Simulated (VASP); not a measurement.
A run of VASP 6.6.1:

INCAR

```
  PREC = Accurate
  ENCUT = 600
  EDIFF = 1E-6
  ISMEAR = 0
  SIGMA = 0.01
  LREAL = False
  LASPH = True
  NELM = 120
  ALGO = Normal
  ISIF = 2
  LWAVE = False
  LCHARG = False
  NBANDS = 31
  GGA_COMPAT = False
```

Contents of KPOINTS:

```
regular mesh
0
Gamma
  4 4 3
```

Contents of POSCAR:

```
HfO2
1.0
    3.5580190000      0.0000000000      0.0000000000
    0.0000000000      3.5580190000      0.0000000000
    0.0000000000      0.0000000000      5.1718610000
Hf O
2 4
Direct
    0.5000000000      0.5000000000      0.5000000000
    0.0000000000      0.0000000000      0.0000000000
    0.0000000000      0.5000000000      0.6972080000
    0.5000000000      0.0000000000      0.8027920000
    0.5000000000      0.0000000000      0.3027920000
    0.0000000000      0.5000000000      0.1972080000
```

Potentials or basis: VASP PAW LDA potentials, release 64 (Hf_pv, O).

Run with:

```bash
$ cat potpaw_LDA.64/Hf_pv/POTCAR potpaw_LDA.64/O/POTCAR > POTCAR
$ mpirun -np 1 vasp_std > vasp.out
```

Hardware: 1 thread of Intel Xeon 8259CL, on a shared host.

Task: Estimate the wall time of this run.

Result: Wall time 48 s on 1 thread of Intel Xeon 8259CL (shared host), peak memory 0.16 GiB. Counts: scf iterations 13, k points 12.
